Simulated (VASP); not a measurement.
Crystal: AlN.

```
CELL_PARAMETERS angstrom
0.01599 4.03748 4.05874
4.08742 0.02622 4.04851
4.07400 4.01382 0.03964
ATOMIC_POSITIONS crystal
Al 0.00837 0.97433 0.00569
Al 0.01573 0.01982 0.47719
Al 0.99657 0.52356 0.99182
Al 0.00195 0.51089 0.48743
Al 0.53148 0.99098 0.97714
Al 0.51875 0.01163 0.47982
Al 0.48733 0.50171 0.00767
Al 0.50363 0.50724 0.48055
N 0.24689 0.25068 0.23205
N 0.22750 0.24880 0.78553
N 0.23285 0.75245 0.24257
N 0.23148 0.76187 0.77097
N 0.73825 0.24967 0.24738
N 0.76169 0.24022 0.75210
N 0.76061 0.73906 0.27047
N 0.76909 0.75508 0.72483
```

- Program: VASP 6.6.1
- Task: relaxation of cell and atoms
- Functional: PBEsol
- Potentials or basis: VASP PAW PBE potentials, release 64 (Al, N)
- Cutoff: 600 eV
- k mesh: 4 × 4 × 4
- Occupations: fermi-dirac, width 0.05 eV
- Spin: no spin polarisation

At the start: pressure 7.0 GPa; volume 8.24 Å³/atom.

**Question.** Where does the relaxation end?

**Answer.** Over 13 steps the energy falls by 139.7 meV/atom and the volume is 8.27 Å³/atom (+0.3 %); space group Fm-3m (No. 225, to 0.05 Å).

The path:
| step | energy change (eV) | largest force (eV/Å) | pressure (GPa) | volume (Å³) |
| --- | --- | --- | --- | --- |
| 1 | 0.0000 | 3.9259 | 7.04 | 131.83 |
| 2 | -1.1809 | 3.2991 | -10.10 | 138.85 |
| 3 | -1.7770 | 1.5999 | -6.00 | 136.10 |
| 4 | -2.1365 | 0.7685 | 2.18 | 131.33 |
| 5 | -2.1407 | 0.7266 | 1.27 | 131.78 |
| 6 | -2.2188 | 0.3311 | 0.21 | 132.18 |
| 7 | -2.2215 | 0.3433 | 0.02 | 132.28 |
| 8 | -2.2323 | 0.1753 | -0.17 | 132.35 |
| 9 | -2.2323 | 0.1754 | -0.17 | 132.35 |
| 10 | -2.2345 | 0.0715 | 0.09 | 132.22 |
| 11 | -2.2348 | 0.0417 | 0.02 | 132.25 |
| 12 | -2.2350 | 0.0121 | 0.00 | 132.27 |
| 13 | -2.2350 | 0.0092 | 0.00 | 132.27 |

Final structure:
```cif
data_structure
_symmetry_space_group_name_H-M 'P 1'
_symmetry_Int_Tables_number 1
_cell_length_a 5.7196
_cell_length_b 5.7188
_cell_length_c 5.7189
_cell_angle_alpha 60.003
_cell_angle_beta 59.998
_cell_angle_gamma 59.997
_cell_volume 132.27
loop_
_atom_site_label
_atom_site_type_symbol
_atom_site_fract_x
_atom_site_fract_y
_atom_site_fract_z
_atom_site_occupancy
Al1 Al 0.00196 0.00243 0.99583 1
Al2 Al 0.00201 0.00238 0.49583 1
Al3 Al 0.00198 0.50243 0.99586 1
Al4 Al 0.00195 0.50233 0.49599 1
Al5 Al 0.50201 0.00242 0.99575 1
Al6 Al 0.50206 0.00226 0.49582 1
Al7 Al 0.50191 0.50233 0.99598 1
Al8 Al 0.50205 0.50231 0.49578 1
N1 N 0.25205 0.25241 0.24582 1
N2 N 0.25206 0.25231 0.74581 1
N3 N 0.25204 0.75237 0.24578 1
N4 N 0.25195 0.75245 0.74575 1
N5 N 0.75203 0.25239 0.24584 1
N6 N 0.75211 0.25236 0.74578 1
N7 N 0.75199 0.75246 0.24581 1
N8 N 0.75200 0.75234 0.74578 1
```

Caveat: the PAW data sets were made with another functional, which shifts forces and pressure a little.
